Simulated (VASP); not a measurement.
**TiAl3: single point with PBE**

The system is TiAl3.

```
CELL_PARAMETERS angstrom
3.97973 0.00000 0.00000
0.00000 3.97973 0.00000
0.00000 0.00000 7.95945
ATOMIC_POSITIONS crystal
Ti 0.99182 0.02481 0.47422
Ti 0.00818 0.97519 0.02578
Al 0.51767 0.49335 0.01808
Al 0.48233 0.50665 0.48192
Al 0.44530 0.00520 0.24411
Al 0.55470 0.99480 0.75589
Al 0.02507 0.50916 0.24399
Al 0.97493 0.49084 0.75601
```

```
Program                : VASP 6.6.1
Task                   : single point
Functional             : PBE
Potentials or basis    : VASP PAW PBE potentials, release 64 (Ti_sv, Al)
Cutoff                 : 500 eV
k mesh                 : 8 × 8 × 4
Occupations            : tetrahedron
Spin                   : no spin polarisation
Dipole correction      : no
Further INCAR settings : ALGO = Normal; EDIFF = 1e-06; NBANDS = 31
```

```
Pressure               : 4.1 GPa
Largest force          : 2.563 eV/Å
Band gap on the k mesh : zero (bands 21 and 22 overlap by 2.33 eV)
```

Forces on the atoms (eV/Å):
```
Ti  -0.507 -0.654  1.309
Ti  -0.705  0.942 -1.992
Al  -0.263 -0.124 -1.136
Al   0.502  0.207  1.120
Al   2.465 -0.039  0.700
Al  -1.350 -0.030 -0.210
Al  -1.378 -0.407  0.506
Al   1.235  0.106 -0.297
```

Stress tensor (GPa, compression positive):
```
 3.21  0.41  1.14
 0.41  3.87 -1.47
 1.14 -1.47  5.14
```

Levels at points of the mesh, in eV from the Fermi level:
```tsv
k point	band 19	band 20	band 21	band 22	band 23	band 24
(0.00, 0.00, 0.00)	-1.58	0.10	0.17	0.22	0.47	0.48
(0.50, 0.00, 0.00)	-1.16	0.12	0.35	0.47	0.50	0.93
(0.00, 0.50, 0.00)	-1.07	0.03	0.41	0.47	0.79	0.95
(0.50, 0.50, 0.00)	-3.29	-1.19	-1.04	0.40	0.72	0.90
(0.00, 0.00, 0.50)	-1.42	-0.30	0.20	0.26	0.32	0.41
(0.50, 0.00, 0.50)	-1.04	-0.49	-0.11	0.69	0.73	0.98
(0.00, 0.50, 0.50)	-1.04	-0.31	-0.21	0.62	0.87	0.94
(0.50, 0.50, 0.50)	-2.15	-2.12	-2.08	-1.92	0.86	0.96
```

It took 9.2 min on 1 thread of Oxide Virtual Turin-like Processor, on a shared host, peak memory 0.46 GiB.

Caveat: the cell stands under pressure; forces of over 1 eV/Å act on the atoms, so gaps and moduli don't describe the material at rest; tetrahedron occupations give inexact forces and stress in metals.
